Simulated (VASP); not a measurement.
Input of a VASP 6.6.1 run:

The input INCAR:

```
ALGO = Normal ; EDIFF = 1E-7
ENCUT = 520 ; GGA = PS
GGA_COMPAT = F ; ISIF = 2
ISMEAR = -1 ; LASPH = T
LCHARG = F ; LMAXMIX = 4
LORBIT = 11 ; LORBMOM = T
LREAL = F ; LSORBIT = T
LWAVE = F ; MAGMOM = 0 0 0 0 0 0 0 0 0
NBANDS = 37 ; NELM = 150
PREC = Accurate ; SIGMA = 0.05
```

KPOINTS

```
k-points
0
Gamma
  8 8 4
```

The input POSCAR:

```
TiTe2
1.0
    3.7770000000      0.0000000000      0.0000000000
   -1.8885000000      3.2709779501      0.0000000000
    0.0000000000      0.0000000000      6.4980000000
Te Ti
2 1
Direct
    0.3333333333      0.6666666667      0.7372000000
    0.6666666667      0.3333333333      0.2628000000
    0.0000000000      0.0000000000      0.0000000000
```

Potentials or basis: VASP PAW PBE potentials, release 64 (Te, Ti_sv).

The run is started by

```console
$ cat potpaw_PBE.64/Te/POTCAR potpaw_PBE.64/Ti_sv/POTCAR > POTCAR
$ mpirun -np 1 vasp_ncl > vasp.out
```

Question: What does it give for the net moment?

Answer: 0.00 μB per cell.

Question: What does it give for the pressure?

Answer: -2.1 GPa.

Question: What does it give for the largest force?

Answer: 0.097 eV/Å.

Forces in eV/Å, atoms in the order of the input:
```
Te   0.000  0.000  0.097
Te   0.000  0.000 -0.097
Ti   0.000  0.000  0.000
```

Caveat: the PAW data sets were made with another functional, which shifts forces and pressure a little; this functional lacks dispersion, which binds the layers, so the pressure and a relaxed spacing across them are unreliable.
